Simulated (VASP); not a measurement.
SrTiO3, 20 atoms in the cell. The typed cell holds 20 atoms: a = 3.907 Å, b = 7.814 Å, c = 7.814 Å, α = 90.00°, β = 90.00°, γ = 90.00°. 

- Program: VASP 6.6.1
- Task: single point
- Functional: PBE
- Potentials or basis: VASP PAW PBE potentials, release 64 (Sr_sv, Ti_sv, O)
- Cutoff: 520 eV
- k mesh: 4 × 2 × 2
- Occupations: fermi-dirac, width 0.19 eV
- Spin: no spin polarisation
- Dipole correction: no
- Further INCAR settings: LREAL = Auto; ALGO = Normal; EDIFF = 1e-07; NBANDS = 96

Potentials or basis: VASP PAW PBE potentials, release 64 (Sr_sv, Ti_sv, O).

Command:

```sh
$ cat potpaw_PBE.64/Sr_sv/POTCAR potpaw_PBE.64/Ti_sv/POTCAR potpaw_PBE.64/O/POTCAR > POTCAR
$ mpirun -np 1 vasp_std > vasp.out
```

Hardware: 1 thread of AMD EPYC 9R45 96-Core Processor (Zen 5), on a shared host.

Question: Estimate the wall time of this run.

Answer: Wall time 6.6 min on 1 thread of AMD EPYC 9R45 96-Core Processor (Zen 5), on a shared host, peak memory 0.38 GiB. Counts: scf iterations 21, k points 12.
